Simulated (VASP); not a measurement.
Write the native input for VASP 6.6.1 that does the following.

* Task: single point
* Functional: revPBE
* Potentials or basis: VASP PAW PBE potentials, release 64 (Pd)
* Cutoff: 500 eV
* k mesh: 16 × 16 × 16
* Occupations: fermi-dirac, width 0.1 eV
* Spin: no spin polarisation
* Dipole correction: no
* Further INCAR settings: ALGO = Normal; EDIFF = 1e-06; NBANDS = 11

The structure of Pd lies in POSCAR:

```
Pd
1.0
   -1.6221364100      1.6221364100      1.6221364100
    1.6221364100     -1.6221364100      1.6221364100
    1.6221364100      1.6221364100     -1.6221364100
Pd
1
Direct
    0.0000000000      0.0000000000      0.0000000000
```

This isn't the form of Pd at room conditions, which is fcc.

One way to write it, as run:

INCAR

```
  PREC = Accurate
  ENCUT = 500
  EDIFF = 1E-6
  ISMEAR = -1
  SIGMA = 0.1
  LREAL = False
  LASPH = True
  NELM = 120
  ALGO = Normal
  ISIF = 2
  LWAVE = False
  LCHARG = True
  GGA = RE
  LELF = True
  LVHAR = True
  NBANDS = 11
  GGA_COMPAT = False
```

KPOINTS

```
Automatic mesh
0
Gamma
  16 16 16
```

Potentials or basis: VASP PAW PBE potentials, release 64 (Pd).

Command:

```bash
$ cat potpaw_PBE.64/Pd/POTCAR > POTCAR
$ mpirun -np 1 vasp_std > vasp.out
```

Results of the run:

The pressure is -9.3 GPa. The band gap on the k mesh is zero (bands 5 and 6 overlap by 1.30 eV).

Caveat: the cell stands under tension; the PAW data sets were made with another functional, which shifts forces and pressure a little.

Run time: 36 s on 1 thread of AMD EPYC 7R13, on a shared host, peak memory 0.11 GiB.
